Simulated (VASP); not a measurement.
Write the native input for VASP 6.6.1 that does the following.

```yaml
Task: relaxation of cell and atoms
Functional: RPBE
Potentials_or_basis: VASP PAW PBE potentials, release 64 (Ag)
Cutoff: 600 eV
k_mesh: 11 × 11 × 11
Occupations: fermi-dirac, width 0.05 eV
Spin: no spin polarisation
Dipole_correction: no
Further_INCAR_settings: ALGO = Normal; EDIFF = 1e-06; IBRION = 2; EDIFFG = -0.005; NSW = 80; ISIF = 3
```

The structure of Ag lies in POSCAR:

```
Ag
1.0
    0.0000000000      2.0427500000      2.0427500000
    2.0427500000      0.0000000000      2.0427500000
    2.0427500000      2.0427500000      0.0000000000
Ag
1
Direct
    0.0000000000      0.0000000000      0.0000000000
```

The input as run:

INCAR

```
SYSTEM = Ag
  ALGO = Normal
  EDIFF = 1E-6
  EDIFFG = -0.005
  ENCUT = 600
  GGA = RP
  IBRION = 2
  ISIF = 3
  ISMEAR = -1
  LASPH = .True.
  LCHARG = .False.
  LREAL = .False.
  LWAVE = .False.
  NELM = 60
  NSW = 80
  PREC = Accurate
  SIGMA = 0.05
```

KPOINTS

```
k-points
0
Gamma
  11 11 11
  0 0 0
```

Potentials or basis: VASP PAW PBE potentials, release 64 (Ag).

Launch:

```console
$ cat potpaw_PBE.64/Ag/POTCAR > POTCAR
$ mpirun -np 1 vasp_std > vasp.out
```

Results of the run:

The relaxed volume is 18.64 Å³/atom and the relaxed cell is a = 2.976 Å, b = 2.976 Å, c = 2.976 Å, α = 60.00°, β = 60.00°, γ = 60.00°. The space group after relaxing (to 0.05 Å) is Fm-3m (No. 225), the energy gained by relaxing is 37.3 meV/atom and the ionic steps are 5. The pressure after relaxing is 0.0 GPa.

Caveat: the PAW data sets were made with another functional, which shifts forces and pressure a little.

Run time: 14 s on 1 thread of Intel(R) Xeon(R) Platinum 8488C (Sapphire Rapids) (shared host), peak memory 0.15 GiB.
